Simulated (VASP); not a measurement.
Set up this calculation in VASP 6.6.1, as the native input.

* Task: relaxation of cell and atoms
* Functional: PBE
* Potentials or basis: VASP PAW PBE potentials, release 64 (Hf_pv, Si, O)
* Cutoff: 600 eV
* k mesh: 12 × 12 × 4
* Occupations: gaussian, width 0.1 eV
* Spin: no spin polarisation
* Dipole correction: no
* Further INCAR settings: ALGO = Normal; EDIFF = 1e-06; IBRION = 2; EDIFFG = -0.01; NSW = 100; ISIF = 3

The structure of Hf3Si2O lies in POSCAR:

```
Hf3Si2O
1.0
    3.6174237291      0.0000000000      0.0000000000
   -1.8087118646      3.1327808457      0.0000000000
    0.0000000000      0.0000000000      8.8794672525
Hf Si O
3 2 1
Direct
    0.6666666667      0.3333333333      0.1353369172
    0.3333333333      0.6666666667      0.8646630828
    0.0000000000      0.0000000000      0.5000000000
    0.6666666667      0.3333333333      0.6818684908
    0.3333333333      0.6666666667      0.3181315092
    0.0000000000      0.0000000000      0.0000000000
```

The cell was built from a structure type or drawn by symmetry, and may not be a known phase.

These files were run (other wordings do the same):

INCAR

```
ALGO = Normal
EDIFF = 1E-6
EDIFFG = -0.01
ENCUT = 600
GGA = PE
IBRION = 2
ISIF = 3
ISMEAR = 0
LASPH = True
LCHARG = False
LREAL = False
LWAVE = False
NELM = 100
NSW = 100
PREC = Accurate
SIGMA = 0.1
```

KPOINTS

```
k-points
0
Gamma
  12 12 4
```

Potentials or basis: VASP PAW PBE potentials, release 64 (Hf_pv, Si, O).

Command:

```console
$ cat potpaw_PBE.64/Hf_pv/POTCAR potpaw_PBE.64/Si/POTCAR potpaw_PBE.64/O/POTCAR > POTCAR
$ mpirun -np 1 vasp_std > vasp.out
```

Results of the run:

- Relaxed volume: 16.71 Å³/atom
- Relaxed cell: a = 3.615 Å, b = 3.615 Å, c = 8.859 Å, α = 90.00°, β = 90.00°, γ = 120.00°
- Space group after relaxing (to 0.1 Å): P-3m1 (No. 164)
- Energy gained by relaxing: 0.3 meV/atom
- Ionic steps: 8
- Pressure after relaxing: 0.0 GPa
- Band gap on the k mesh: zero (bands 22 and 23 overlap by 0.99 eV)

Caveat: spin-orbit coupling is left out, which moves the levels of the heavy elements.

It took 7.1 min on 1 thread of Intel(R) Xeon(R) 6975P-C (Granite Rapids), on a shared host, peak memory 0.39 GiB.
